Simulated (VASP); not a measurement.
**CaSc: single point with PBE**

Crystal: CaSc.

```
CELL_PARAMETERS angstrom
0.00000 3.22668 3.22668
3.22668 0.00000 3.22668
3.22668 3.22668 0.00000
ATOMIC_POSITIONS crystal
Ca 0.00000 0.00000 0.00000
Sc 0.50000 0.50000 0.50000
```

```yaml
Program: VASP 6.6.1
Task: single point
Functional: PBE
Potentials_or_basis: VASP PAW PBE potentials, release 64 (Ca_sv, Sc_sv)
Cutoff: 520 eV
k_mesh: 6 × 6 × 6
Occupations: gaussian, width 0.1 eV
Spin: no spin polarisation
Dipole_correction: no
Further_INCAR_settings: ALGO = Normal; EDIFF = 1e-06; NBANDS = 18
```

| Quantity | Value |
| --- | --- |
| Pressure | 0.2 GPa |

Levels at points of the mesh, in eV from the Fermi level:
| k point | band 6 | band 7 | band 8 | band 9 | band 10 | band 11 | band 12 | band 13 | band 14 | band 15 |
| --- | --- | --- | --- | --- | --- | --- | --- | --- | --- | --- |
| (0.00, 0.00, 0.00) | -22.44 | -22.44 | -22.44 | -4.44 | -0.12 | -0.12 | -0.12 | -0.07 | -0.07 | 3.93 |
| (0.50, 0.00, 0.00) | -22.47 | -22.44 | -22.44 | -1.88 | -1.63 | 0.46 | 0.46 | 1.27 | 1.27 | 1.52 |
| (0.50, 0.50, 0.00) | -22.46 | -22.44 | -22.44 | -1.50 | -1.14 | -0.54 | 0.35 | 0.40 | 1.42 | 1.42 |

Wall time 38 s on 1 thread of Intel Xeon 6975P-C, with other jobs on the host, peak memory 0.2 GiB.
